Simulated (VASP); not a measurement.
A run of VASP 6.6.1 is set up as follows.

Contents of INCAR:

```
AGGAC = 1.0
AGGAX = 1.0
ALDAC = 0.0
ALDAX = 1.0
ALGO = Normal
EDIFF = 1E-6
ENCUT = 520
GGA = B5
ISIF = 2
ISMEAR = -1
ISPIN = 2
LASPH = True
LCHARG = False
LMAXMIX = 4
LORBIT = 11
LREAL = False
LWAVE = False
MAGMOM = 0 2.4
NBANDS = 16
NELM = 150
PREC = Accurate
SIGMA = 0.15
```

The input KPOINTS:

```
k-points
0
Gamma
  9 9 9
```

POSCAR

```
AlFe
1.0
    2.9100000000      0.0000000000      0.0000000000
    0.0000000000      2.9100000000      0.0000000000
    0.0000000000      0.0000000000      2.9100000000
Al Fe
1 1
Direct
    0.0000000000      0.0000000000      0.0000000000
    0.5000000000      0.5000000000      0.5000000000
```

Potentials or basis: VASP PAW PBE potentials, release 64 (Al, Fe).

The run is started by

```bash
$ cat potpaw_PBE.64/Al/POTCAR potpaw_PBE.64/Fe/POTCAR > POTCAR
$ mpirun -np 1 vasp_std > vasp.out
```

What does it give for the site moments?

Al -0.02; Fe +0.61 μB.

Predict the net moment.

0.57 μB per cell.
